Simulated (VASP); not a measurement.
Here is a VASP 6.6.1 calculation.

File INCAR:

```
SYSTEM = Cs
PREC = Accurate
ENCUT = 520
EDIFF = 1E-6
ISMEAR = 0
SIGMA = 0.15
LREAL = .FALSE.
LASPH = .TRUE.
NELM = 100
ALGO = Normal
ISIF = 2
LWAVE = .FALSE.
LCHARG = .FALSE.
NBANDS = 10
```

File KPOINTS:

```
Automatic mesh
0
G
  10 10 10
  0 0 0
```

File POSCAR:

```
Cs
1.0
    0.2220938854      3.9483357400      3.9483357400
    4.1704296254      0.0000000000      4.1704296254
    3.9483357400      3.9483357400      0.2220938854
Cs
1
Direct
    0.0000000000      0.0000000000      0.0000000000
```

Potentials or basis: VASP PAW LDA potentials, release 64 (Cs_sv).

Command:

```console
$ cat potpaw_LDA.64/Cs_sv/POTCAR > POTCAR
$ mpirun -np 1 vasp_std > vasp.out
```

**Question.** What does it give for the pressure?

**Answer.** -0.4 GPa.

Stress tensor (GPa, compression positive):
```
-0.38  0.00 -0.10
 0.00 -0.40  0.00
-0.10  0.00 -0.38
```

Caveat: the cell differs from its parent crystal (strain +0.1125 x Voigt [0, 0, 0, 0, 1, 0]).
